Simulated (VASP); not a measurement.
# MgO (P6_3/mmc) in VASP: further runs, part 2 of 2

VASP 6.6.1. Earlier steps stand in the parts before.

## 3. Single point, PBE

INCAR reads:

```
SYSTEM = MgO
  ALGO = Normal
  EDIFF = 1E-6
  ENCUT = 520
  GGA = PE
  ISIF = 2
  ISMEAR = 0
  LASPH = .TRUE.
  LCHARG = .FALSE.
  LREAL = .FALSE.
  LWAVE = .FALSE.
  NBANDS = 16
  NELM = 80
  PREC = Accurate
  SIGMA = 0.01
```

KPOINTS reads:

```
k-points
0
G
  6 6 4
  0 0 0
```

POSCAR reads:

```
MgO
1.0
    2.9230552965      0.0000000000      0.0000000000
   -1.4615276483      2.5314401435      0.0000000000
    0.0000000000      0.0000000000      5.0921016501
Mg O
2 2
Direct
    0.0000000000      0.0000000000      0.0000000000
    0.0000000000      0.0000000000      0.5000000000
    0.3333333333      0.6666666667      0.2500000000
    0.6666666667      0.3333333333      0.7500000000
```

Potentials or basis: VASP PAW PBE potentials, release 64 (Mg, O).

The run is started by

```console
cat potpaw_PBE.64/Mg/POTCAR potpaw_PBE.64/O/POTCAR > POTCAR
mpirun -np 1 vasp_std > vasp.out
```

It took 13 s on 1 thread of Intel Xeon 8259CL, shared host; peak memory 0.16 GiB.

Results (log left out):

```yaml
Free_energy: -23.2035 eV
Pressure: 5.0 GPa
Band_gap_on_the_k_mesh: 4.45 eV
```

Stress tensor (GPa, compression positive):
```
4.70 0.00 0.00
0.00 4.70 0.00
0.00 0.00 5.57
```

Levels at points of the mesh, in eV from the valence-band top:
```csv
k point,band 5,band 6,band 7,band 8,band 9,band 10,band 11,band 12
"(0.00, 0.00, 0.00)",-0.52,-0.51,0.00,0.00,4.45,8.13,11.75,12.98
"(0.50, 0.00, 0.00)",-2.66,-1.59,-1.24,-0.72,8.47,9.58,10.33,11.72
"(0.00, 0.00, 0.50)",-0.27,-0.27,-0.27,-0.27,6.90,6.90,11.94,11.94
"(0.50, 0.00, 0.50)",-1.54,-1.54,-0.99,-0.99,8.69,8.69,10.92,10.92
```

Caveat: the cell stands under pressure.

## 4. Single point, LDA

This run uses another cell than the first one, of 9.13 Å³/atom.

INCAR reads:

```
ALGO = Normal
EDIFF = 1E-6
ENCUT = 520
GGA = CA
ISIF = 2
ISMEAR = -1
LASPH = T
LCHARG = F
LREAL = F
LWAVE = F
NBANDS = 16
NELM = 60
PREC = Accurate
SIGMA = 0.02
```

KPOINTS reads:

```
k-points
0
Gamma
  12 12 4
```

POSCAR reads:

```
MgO
1.0
    2.8910375244      0.0000000000      0.0000000000
   -1.4455187622      2.5037119394      0.0000000000
    0.0000000000      0.0000000000      5.0441484966
Mg O
2 2
Direct
    0.0000000000      0.0000000000      0.0000000000
    0.0000000000      0.0000000000      0.5000000000
    0.3333333333      0.6666666667      0.2500000000
    0.6666666667      0.3333333333      0.7500000000
```

Potentials or basis: VASP PAW LDA potentials, release 64 (Mg, O).

The run is started by

```console
cat potpaw_LDA.64/Mg/POTCAR potpaw_LDA.64/O/POTCAR > POTCAR
mpirun -np 1 vasp_std > vasp.out
```

OUTCAR:

```text
EDIFF = 1E-6
   ENCUT = 520
   GGA = CA
   ISIF = 2
   ISMEAR = -1
   LASPH = T
   LREAL = F
   NELM = 60
   PREC = Accurate

 ion  position               nearest neighbor table
   1  0.000  0.000  0.000-   3 2.09   4 2.09   3 2.09   4 2.09   4 2.09   3 2.09   2 2.52   2 2.52

   2  0.000  0.000  0.500-   3 2.09   4 2.09   3 2.09   4 2.09   4 2.09   3 2.09   1 2.52   1 2.52

   3  0.333  0.667  0.250-   1 2.09   2 2.09   1 2.09   2 2.09   1 2.09   2 2.09
   4  0.667  0.333  0.750-   1 2.09   2 2.09   1 2.09   2 2.09   1 2.09   2 2.09
[... 659 lines left out ...]
  Direction    XX          YY          ZZ          XY          YZ          ZX
  --------------------------------------------------------------------------------------
  -------------------------------------------------------------------------------------
  Total       -0.3830090     -0.3830090     -0.4988952      0.0000000      0.0000000      0.0000000
  in kB      -16.8071328    -16.8071328    -21.8924294      0.0000000      0.0000000      0.0000000
  external PRESSURE =     -18.5022317 kB  Pullay stress =       0.0000000 kB

 VOLUME and BASIS-vectors are now :
 -----------------------------------------------------------------------------
  energy-cutoff  :      520.00
  volume of cell :       36.51
      direct lattice vectors                 reciprocal lattice vectors
     2.891037524  0.000000000  0.000000000     0.345896583  0.199703485  0.000000000
    -1.445518762  2.503711939  0.000000000     0.000000000  0.399406970  0.000000000
     0.000000000  0.000000000  5.044148497     0.000000000  0.000000000  0.198249516

 POSITION                                       TOTAL-FORCE (eV/Angst)
 -----------------------------------------------------------------------------------
      0.00000      0.00000      0.00000        -0.000000      0.000000      0.000000
      0.00000      0.00000      2.52207        -0.000000      0.000000      0.000000
     -0.00000      1.66914      1.26104         0.000000      0.000000      0.000000
      1.44552      0.83457      3.78311         0.000000     -0.000000     -0.000000
 -----------------------------------------------------------------------------------
    total drift:                               -0.000000      0.000000     -0.000000

  FREE ENERGIE OF THE ION-ELECTRON SYSTEM (eV)
  ---------------------------------------------------
  free  energy   TOTEN  =       -26.2684386005 eV

  energy  without entropy=      -26.2684386004  energy(sigma->0) =      -26.26843860
```

OSZICAR:

```text
N       E                     dE             d eps       ncg     rms          rms(c)
DAV:   1     0.457608888529E+02    0.45761E+02   -0.82157E+03  1936   0.909E+02
DAV:   2    -0.267753088299E+02   -0.72536E+02   -0.67940E+02  2504   0.194E+02
DAV:   3    -0.294176909662E+02   -0.26424E+01   -0.26379E+01  2080   0.357E+01
DAV:   4    -0.294260226937E+02   -0.83317E-02   -0.83315E-02  2376   0.236E+00
DAV:   5    -0.294260545676E+02   -0.31874E-04   -0.31874E-04  2096   0.136E-01    0.998E+00
DAV:   6    -0.263910339041E+02    0.30350E+01   -0.75113E+00  1856   0.220E+01    0.309E+00
DAV:   7    -0.263211485758E+02    0.69885E-01   -0.16472E-01  1952   0.325E+00    0.190E+00
DAV:   8    -0.262708766004E+02    0.50272E-01   -0.78793E-02  1952   0.277E+00    0.479E-01
DAV:   9    -0.262689744087E+02    0.19022E-02   -0.16808E-03  2360   0.369E-01    0.244E-01
DAV:  10    -0.262684383197E+02    0.53609E-03   -0.12662E-03  2040   0.307E-01    0.995E-03
DAV:  11    -0.262684386005E+02   -0.28071E-06   -0.91305E-06  2256   0.236E-02
   1 F= -.26268439E+02 E0= -.26268439E+02  d E =-.213329E-11
```

Wall time 24 s (1 thread of Intel Xeon 8259CL, shared host); peak memory 0.16 GiB.

Results:

- Free energy: -26.2684 eV
- Pressure: -1.9 GPa
- Band gap on the k mesh: 4.67 eV

Stress tensor (GPa, compression positive):
```
-1.68  0.00  0.00
 0.00 -1.68  0.00
 0.00  0.00 -2.19
```

A k mesh can miss the band edges.

## 5. Single point, PBEsol

This run uses another cell than the first one, of 9.50 Å³/atom.

INCAR reads:

```
  ALGO = Normal
  EDIFF = 1E-6
  ENCUT = 520
  GGA = PS
  ISIF = 2
  ISMEAR = -1
  LASPH = T
  LCHARG = T
  LELF = T
  LREAL = F
  LVHAR = T
  LWAVE = F
  NBANDS = 16
  NELM = 100
  PREC = Accurate
  SIGMA = 0.02
```

KPOINTS is that of step 4.

POSCAR reads:

```
MgO
1.0
    2.9290049909      0.0000000000      0.0000000000
   -1.4645024955      2.5365927299      0.0000000000
    0.0000000000      0.0000000000      5.1128687565
Mg O
2 2
Direct
    0.0000000000      0.0000000000      0.0000000000
    0.0000000000      0.0000000000      0.5000000000
    0.3333333333      0.6666666667      0.2500000000
    0.6666666667      0.3333333333      0.7500000000
```

Potentials or basis: VASP PAW PBE potentials, release 64 (Mg, O).

The run is started by

```console
cat potpaw_PBE.64/Mg/POTCAR potpaw_PBE.64/O/POTCAR > POTCAR
mpirun -np 1 vasp_std > vasp.out
```

Run time: 35 s. Hardware: 1 thread of Intel Xeon 8259CL, shared host; peak memory 0.18 GiB.

Results (log left out):

```yaml
Free_energy: -24.4116 eV
Pressure: -0.4 GPa
Band_gap_on_the_k_mesh: 4.27 eV
```

Levels at points of the mesh, in eV from the valence-band top:
| k point | band 5 | band 6 | band 7 | band 8 | band 9 | band 10 | band 11 | band 12 |
| --- | --- | --- | --- | --- | --- | --- | --- | --- |
| (0.00, 0.00, 0.00) | -0.52 | -0.52 | 0.00 | 0.00 | 4.27 | 7.93 | 11.54 | 12.76 |
| (0.50, 0.00, 0.00) | -2.69 | -1.61 | -1.24 | -0.73 | 8.25 | 9.38 | 10.12 | 11.53 |
| (0.00, 0.00, 0.50) | -0.27 | -0.27 | -0.27 | -0.27 | 6.72 | 6.72 | 11.71 | 11.71 |
| (0.50, 0.00, 0.50) | -1.56 | -1.56 | -0.99 | -0.99 | 8.48 | 8.48 | 10.69 | 10.69 |

Caveat: the PAW data sets were made with another functional, which shifts forces and pressure a little.

## 6. Summary

```csv
level,potentials or basis,cell,k mesh,smearing,gap on the mesh (eV),pressure (GPa)
PBE,"VASP PAW PBE potentials, release 64 (Mg, O)","a = 2.923, b = 2.923, c = 5.092 Å, angles 90.0, 90.0, 120.0°, 4 atoms",6 × 6 × 4,gaussian 0.01 eV,4.45,5.0
LDA,"VASP PAW LDA potentials, release 64 (Mg, O)","a = 2.891, b = 2.891, c = 5.044 Å, angles 90.0, 90.0, 120.0°, 4 atoms",12 × 12 × 4,fermi-dirac 0.02 eV,4.67,-1.9
PBEsol,"VASP PAW PBE potentials, release 64 (Mg, O)","a = 2.929, b = 2.929, c = 5.113 Å, angles 90.0, 90.0, 120.0°, 4 atoms",12 × 12 × 4,fermi-dirac 0.02 eV,4.27,-0.4
```

Alike in all rows: task single point; no spin polarisation; cutoff (eV) 520.

Caveats: the cell stands under pressure (at least some runs); the PAW data sets were made with another functional, which shifts forces and pressure a little (at least some runs).

Total energies depend on the potentials used, so only differences within one code and one set of settings carry meaning.
